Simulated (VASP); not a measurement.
# NaAl2Rh3 (P6/mmm) in VASP: notebook, part 2 of 2

VASP 6.6.1. Earlier steps stand in the parts before.

## 4. Single point, PBE

INCAR reads:

```
PREC = Accurate
ENCUT = 500
EDIFF = 1E-6
ISMEAR = 0
SIGMA = 0.1
LREAL = False
LASPH = True
NELM = 120
ALGO = Normal
ISIF = 2
LWAVE = False
LCHARG = True
GGA = PE
LELF = True
LVHAR = True
NBANDS = 38
GGA_COMPAT = False
```

KPOINTS reads:

```
regular mesh
0
Gamma
  12 12 10
```

POSCAR reads:

```
NaAl2Rh3
1.0
    5.5704647821      0.0000000000      0.0000000000
   -2.7852323911      4.8241640122      0.0000000000
    0.0000000000      0.0000000000      3.8406263598
Na Al Rh
1 2 3
Direct
    0.0000000000      0.0000000000      0.0000000000
    0.3333333333      0.6666666667      0.0000000000
    0.6666666667      0.3333333333      0.0000000000
    0.5000000000      0.0000000000      0.5000000000
    0.0000000000      0.5000000000      0.5000000000
    0.5000000000      0.5000000000      0.5000000000
```

Potentials or basis: VASP PAW PBE potentials, release 64 (Na_pv, Al, Rh_pv).

On the command line:

```sh
cat potpaw_PBE.64/Na_pv/POTCAR potpaw_PBE.64/Al/POTCAR potpaw_PBE.64/Rh_pv/POTCAR > POTCAR
mpirun -np 1 vasp_std > vasp.out
```

OUTCAR:

```text
PREC = Accurate
   ENCUT = 500
   EDIFF = 1E-6
   ISMEAR = 0
   LREAL = False
   LASPH = True
   NELM = 120
   ISIF = 2
   GGA = PE

 ion  position               nearest neighbor table
   1  0.000  0.000  0.000-
   2  0.333  0.667  0.000-   5 2.50   5 2.50   4 2.50   4 2.50   6 2.50   6 2.50   3 3.22   3 3.22
                             3 3.22
   3  0.667  0.333  0.000-   5 2.50   5 2.50   4 2.50   4 2.50   6 2.50   6 2.50   2 3.22   2 3.22
                             2 3.22
   4  0.500  0.000  0.500-   2 2.50   3 2.50   2 2.50   3 2.50   5 2.79   5 2.79   6 2.79   6 2.79

[... 1196 lines left out ...]
  Total        0.0311668      0.0311668      0.0510753     -0.0000000     -0.0000000      0.0000000
  in kB        0.4838239      0.4838239      0.7928767     -0.0000000     -0.0000000      0.0000000
  external PRESSURE =       0.5868415 kB  Pullay stress =       0.0000000 kB

 VOLUME and BASIS-vectors are now :
 -----------------------------------------------------------------------------
  energy-cutoff  :      500.00
  volume of cell :      103.21
      direct lattice vectors                 reciprocal lattice vectors
     5.570464782  0.000000000  0.000000000     0.179518234  0.103644901  0.000000000
    -2.785232391  4.824164012  0.000000000     0.000000000  0.207289801  0.000000000
     0.000000000  0.000000000  3.840626360     0.000000000  0.000000000  0.260374196

 POSITION                                       TOTAL-FORCE (eV/Angst)
 -----------------------------------------------------------------------------------
      0.00000      0.00000      0.00000        -0.000000      0.000000      0.000000
     -0.00000      3.21611      0.00000         0.000000      0.000000      0.000000
      2.78523      1.60805      0.00000        -0.000000      0.000000     -0.000000
      2.78523      0.00000      1.92031        -0.000000      0.000000      0.000000
     -1.39262      2.41208      1.92031        -0.000000      0.000000      0.000000
      1.39262      2.41208      1.92031        -0.000000      0.000000      0.000000
 -----------------------------------------------------------------------------------
    total drift:                                0.000000     -0.000000     -0.000000

  FREE ENERGIE OF THE ION-ELECTRON SYSTEM (eV)
  ---------------------------------------------------
  free  energy   TOTEN  =       -32.8934491788 eV

  energy  without entropy=      -32.8790370709  energy(sigma->0) =      -32.88624312
```

OSZICAR:

```text
N       E                     dE             d eps       ncg     rms          rms(c)
DAV:   1     0.621584247574E+03    0.62158E+03   -0.32624E+04  9728   0.160E+03
DAV:   2    -0.117011117639E+01   -0.62275E+03   -0.60408E+03  8824   0.481E+02
DAV:   3    -0.330275650659E+02   -0.31857E+02   -0.30255E+02  9920   0.112E+02
DAV:   4    -0.338461571392E+02   -0.81859E+00   -0.81491E+00  9782   0.176E+01
DAV:   5    -0.338675129226E+02   -0.21356E-01   -0.21352E-01 11094   0.306E+00    0.124E+01
DAV:   6    -0.333100314476E+02    0.55748E+00   -0.61229E+00  9666   0.148E+01    0.438E+00
DAV:   7    -0.329801960004E+02    0.32984E+00   -0.14845E+00  9514   0.694E+00    0.343E+00
DAV:   8    -0.328955072352E+02    0.84689E-01   -0.16748E-01  9948   0.285E+00    0.367E-01
DAV:   9    -0.328937149125E+02    0.17923E-02   -0.70211E-03 11180   0.470E-01    0.206E-01
DAV:  10    -0.328934658117E+02    0.24910E-03   -0.89755E-04 10146   0.204E-01    0.487E-02
DAV:  11    -0.328934529196E+02    0.12892E-04   -0.11078E-04 10126   0.812E-02    0.240E-02
DAV:  12    -0.328934499321E+02    0.29875E-05   -0.97717E-06  9626   0.193E-02    0.774E-03
DAV:  13    -0.328934491788E+02    0.75331E-06   -0.84554E-07  5760   0.740E-03
   1 F= -.32893449E+02 E0= -.32886243E+02  d E =-.144121E-01
```

stdout:

```text
POSCAR found type information on POSCAR NaAlRh
 POSCAR found :  3 types and       6 ions
 scaLAPACK will be used
 LDA part: xc-table for (Slater+PW92), standard interpolation
 POSCAR, INCAR and KPOINTS ok, starting setup
 FFT: planning ... GRIDC
 FFT: planning ... GRID_SOFT
 FFT: planning ... GRID
 WAVECAR not read
 entering main loop
```

Wall time 4.1 min (1 thread of Intel Xeon 6975P-C (Granite Rapids), shared host); peak memory 0.46 GiB.

What came out:

```yaml
Free_energy: -32.8934 eV
Pressure: 0.1 GPa
Band_gap_on_the_k_mesh: zero (bands 29 and 30 overlap by 1.21 eV)
```

Levels at points of the mesh, in eV from the Fermi level:
| k point | band 26 | band 27 | band 28 | band 29 | band 30 | band 31 | band 32 | band 33 |
| --- | --- | --- | --- | --- | --- | --- | --- | --- |
| (0.00, 0.00, 0.00) | -0.21 | -0.17 | -0.17 | 0.58 | 0.58 | 1.33 | 1.81 | 3.58 |
| (0.50, 0.00, 0.00) | -1.35 | -1.18 | -0.37 | -0.23 | 0.19 | 2.29 | 4.08 | 5.05 |
| (0.00, 0.00, 0.50) | -0.42 | -0.09 | -0.09 | -0.01 | -0.01 | 0.11 | 1.33 | 3.81 |
| (0.50, 0.00, 0.50) | -1.03 | -0.93 | -0.73 | -0.63 | -0.19 | -0.12 | 0.79 | 2.75 |

## 5. The runs side by side

| task | cell | k mesh | gap on the mesh (eV) | pressure (GPa) |
| --- | --- | --- | --- | --- |
| single point | a = 5.549, b = 5.549, c = 3.871 Å, angles 90.0, 90.0, 120.0°, 6 atoms | 6 × 6 × 4 | none | -0.1 |
| relaxation of cell and atoms | relaxed from a = 5.066, b = 5.066, c = 4.092 Å, angles 90.0, 90.0, 120.0°, 6 atoms | 6 × 6 × 4 | none | 0.0 |
| single point | a = 5.570, b = 5.570, c = 3.841 Å, angles 90.0, 90.0, 120.0°, 6 atoms | 12 × 12 × 10 | none | 0.1 |

Alike in all rows: level PBE; potentials or basis VASP PAW PBE potentials, release 64 (Na_pv, Al, Rh_pv); no spin polarisation; cutoff (eV) 500; smearing gaussian 0.1 eV.

Caveats: some runs use coarse meshes.

Absolute energies hang on the potentials; compare differences alone.
